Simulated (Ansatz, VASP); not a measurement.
## Al2Cu in VASP and in Ansatz

INCAR

```
PREC     = Accurate       # precision mode
ENCUT    = 520            # plane-wave cutoff, eV
EDIFF    = 1E-6           # SCF threshold, eV
ISMEAR   = 0              # smearing method
SIGMA    = 0.15           # smearing width, eV
LREAL    = False          # projectors in reciprocal space
LASPH    = True           # aspherical terms in the spheres
NELM     = 100            # most SCF steps
ALGO     = Fast           # electronic algorithm
ISIF     = 2              # what is computed and relaxed
LWAVE    = False          # write WAVECAR
LCHARG   = True           # write CHGCAR
GGA      = PS             # functional
LELF     = True           # ELF
LVHAR    = True         
NBANDS   = 46             # bands
```

Contents of KPOINTS:

```
Automatic mesh
0
Gamma
  8 8 8
```

POSCAR

```
Al2Cu
1.0
    0.0000000000      0.0000000000      5.7260273110
   -4.0492631027      4.0492631027      0.0000000000
   -4.0492631027     -4.0492631027      0.0000000000
Al Cu
8 4
Direct
    0.2500000000      0.7500000000      0.2500000000
    0.7500000000      0.2500000000      0.2500000000
    0.2500000000      0.2500000000      0.7500000000
    0.7500000000      0.7500000000      0.7500000000
    0.2500000000      0.2500000000      0.2500000000
    0.7500000000      0.7500000000      0.2500000000
    0.2500000000      0.7500000000      0.7500000000
    0.7500000000      0.2500000000      0.7500000000
   -0.0628708143      0.5000000000      0.0000000000
    0.5000000000      0.0000000000      0.0000000000
    0.0000000000      0.0000000000      0.5000000000
    0.5000000000      0.5000000000      0.5000000000
```

Input for Ansatz:

```yaml
crystal:
  lattice:
    - [0.0, 0.0, 5.726027311]
    - [-4.0492631027, 4.0492631027, 0.0]
    - [-4.0492631027, -4.0492631027, 0.0]
  atoms:
    - { symbol: Al, position: [0.25, 0.75, 0.25] }
    - { symbol: Al, position: [0.75, 0.25, 0.25] }
    - { symbol: Al, position: [0.25, 0.25, 0.75] }
    - { symbol: Al, position: [0.75, 0.75, 0.75] }
    - { symbol: Al, position: [0.25, 0.25, 0.25] }
    - { symbol: Al, position: [0.75, 0.75, 0.25] }
    - { symbol: Al, position: [0.25, 0.75, 0.75] }
    - { symbol: Al, position: [0.75, 0.25, 0.75] }
    - { symbol: Cu, position: [-0.0628708143, 0.5, 0.0] }
    - { symbol: Cu, position: [0.5, 0.0, 0.0] }
    - { symbol: Cu, position: [0.0, 0.0, 0.5] }
    - { symbol: Cu, position: [0.5, 0.5, 0.5] }
basis:
  ecutwfc: 420
kpoints:
  mp_grid: { grid: [8, 8, 8] }
hamiltonian:
  xc: pbesol
scf:
  occupations: { method: gaussian, width: 0.15 }
output:
  forces: true
  stress: true
  eigenvalues: true
```

Alike in both runs: task single point; functional PBEsol; k mesh 8 × 8 × 8; occupations gaussian, width 0.15 eV; no spin polarisation.

|  | VASP | Ansatz |
| --- | --- | --- |
| version | VASP 6.6.1 | Ansatz 0.2.0 |
| potentials or method | VASP PAW PBE potentials, release 64 (Al, Cu), cutoff 520 eV | scalar-relativistic, plane waves, PAW |
| valence electrons in the cell | 68 | 100 |

Ansatz gave:

```
gap on the k mesh at the Fermi level (eV)                     : none
pressure (GPa)                                                : 1.3
traceless stress, the component that is largest in VASP (GPa) : -0.95
rms of the force components (eV/Å)                            : 0.593
```

**Question.** What did VASP give for the same quantities?

**Answer.** gap on the k mesh at the Fermi level (eV): none; pressure (GPa): 1.4; traceless stress, the component that is largest in VASP (GPa): -0.96; rms of the force components (eV/Å): 0.591.

VASP's potentials were made for PBE, not for PBEsol. Atom by atom the forces differ by 0.004 eV/Å (rms over components). A gap of «none» marks a metal or a gap that the smearing closes. VASP's potentials hold 68 valence electrons a cell and Ansatz's 100, so a difference there can come from the potentials and not from the codes.
